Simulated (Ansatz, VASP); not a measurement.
**One calculation of AsIr2, two programs**

```
As Ir
1.0
     2.93161    0.00000    0.00000
    -1.46581    2.53885    0.00000
     0.00000    0.00000   12.23782
As Ir
2 4
Direct
  0.33333 0.66667 0.25000
  0.66667 0.33333 0.75000
  0.33333 0.66667 0.59388
  0.66667 0.33333 0.09388
  0.33333 0.66667 0.90612
  0.66667 0.33333 0.40612
```

Alike in both runs: functional PBE; k mesh 6 × 6 × 2; occupations gaussian, width 0.1 eV; no spin polarisation.

Ansatz relaxed the structure, and its values are those at the end. VASP's run is a single point on that final structure, the one shown.

|  | VASP | Ansatz |
| --- | --- | --- |
| version | VASP 6.6.1 | Ansatz 0.2.0 |
| potentials or method | VASP PAW PBE potentials, release 64 (As, Ir), cutoff 520 eV | scalar-relativistic, plane waves, PAW |
| valence electrons in the cell | 46 | 98 |

VASP gave:

* gap on the k mesh at the Fermi level (eV): none
* pressure (GPa): 0.7
* rms of the force components (eV/Å): 0.015

Task: Which values does Ansatz return?

Result: gap on the k mesh at the Fermi level (eV): none; pressure (GPa): 0.0; rms of the force components (eV/Å): 0.002.

A gap of «none» marks a metal or a gap that the smearing closes. The functional is the same, so the differences come from potentials, cutoffs and numerics. VASP's potentials hold 46 valence electrons a cell and Ansatz's 98, so a difference there can come from the potentials and not from the codes.

The k mesh is coarse, so the values compare programs but aren't converged. Neither program's run includes spin-orbit coupling.
